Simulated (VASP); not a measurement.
Fe3Co2:

```xyz
10
Lattice="2.5236 0.0000 0.0000 -1.2618 2.1855 0.0000 0.0000 0.0000 19.9131" Properties=species:S:1:pos:R:3 pbc="T T T"
Fe    0.0000    1.4570   18.9174
Fe    0.0000    1.4570    6.9696
Fe    0.0000    1.4570   10.9522
Fe    1.2618    0.7285   12.9435
Fe    1.2618    0.7285    0.9957
Fe    1.2618    0.7285    8.9609
Co    0.0000    1.4570   14.9348
Co    0.0000    1.4570    2.9870
Co    1.2618    0.7285   16.9261
Co    1.2618    0.7285    4.9783
```

```yaml
Program: VASP 6.6.1
Task: relaxation of cell and atoms
Functional: PBE
Potentials_or_basis: VASP PAW PBE potentials, release 64 (Fe, Co)
Cutoff: 600 eV
k_mesh: 6 × 6 × 1
Occupations: gaussian, width 0.1 eV
Spin: collinear spin, ferrimagnetic start
Starting_moments: "[4.0, -4.0, -4.0, 4.0, 4.0, -4.0, 3.0, -3.0, 3.0, 3.0] μB"
```

At the start: pressure -3.5 GPa; volume 10.98 Å³/atom.

Question: Where does the relaxation end?

Answer: Over 18 steps the energy falls by 31.0 meV/atom and the volume is 10.97 Å³/atom (-0.1 %); space group P-3m1 (No. 164, to 0.1 Å) before, P3m1 (No. 156, to 0.1 Å); moment 2.58 μB per cell.

Step by step:
| step | energy change (eV) | largest force (eV/Å) | pressure (GPa) | volume (Å³) |
| --- | --- | --- | --- | --- |
| 1 | 0.0000 | 1.1101 | -3.46 | 109.83 |
| 2 | -0.1762 | 0.5230 | 3.57 | 106.07 |
| 3 | -0.1763 | 0.5013 | 3.82 | 105.95 |
| 4 | -0.2732 | 0.2912 | 1.45 | 108.35 |
| 5 | -0.2757 | 0.2901 | 1.07 | 108.66 |
| 6 | -0.2744 | 0.3116 | 0.44 | 109.30 |
| 7 | -0.2762 | 0.2903 | 0.84 | 108.88 |
| 8 | -0.2895 | 0.1984 | -0.64 | 109.90 |
| 9 | -0.2897 | 0.1870 | -0.80 | 110.03 |
| 10 | -0.2968 | 0.1566 | 0.00 | 109.53 |
| 11 | -0.2975 | 0.1938 | 0.35 | 109.34 |
| 12 | -0.3032 | 0.1224 | 0.19 | 109.46 |
| 13 | -0.3048 | 0.1300 | 0.04 | 109.58 |
| 14 | -0.3078 | 0.1117 | -0.13 | 109.70 |
| 15 | -0.3087 | 0.0949 | -0.31 | 109.82 |
| 16 | -0.3099 | 0.0461 | 0.40 | 109.37 |
| 17 | -0.3099 | 0.0512 | 0.27 | 109.45 |
| 18 | -0.3103 | 0.0281 | -0.07 | 109.69 |

Final structure:
```cif
data_structure
_symmetry_space_group_name_H-M 'P 1'
_symmetry_Int_Tables_number 1
_cell_length_a 2.4785
_cell_length_b 2.4785
_cell_length_c 20.6187
_cell_angle_alpha 90.000
_cell_angle_beta 90.000
_cell_angle_gamma 120.000
_cell_volume 109.69
loop_
_atom_site_label
_atom_site_type_symbol
_atom_site_fract_x
_atom_site_fract_y
_atom_site_fract_z
_atom_site_occupancy
Fe1 Fe 0.33333 0.66667 0.94748 1
Fe2 Fe 0.33333 0.66667 0.35254 1
Fe3 Fe 0.33333 0.66667 0.55131 1
Fe4 Fe 0.66667 0.33333 0.64565 1
Fe5 Fe 0.66667 0.33333 0.05329 1
Fe6 Fe 0.66667 0.33333 0.45683 1
Co1 Co 0.33333 0.66667 0.74695 1
Co2 Co 0.33333 0.66667 0.15264 1
Co3 Co 0.66667 0.33333 0.84427 1
Co4 Co 0.66667 0.33333 0.24903 1
```

Caveat: the k points lie up to 0.49 Å⁻¹ apart in the final cell.
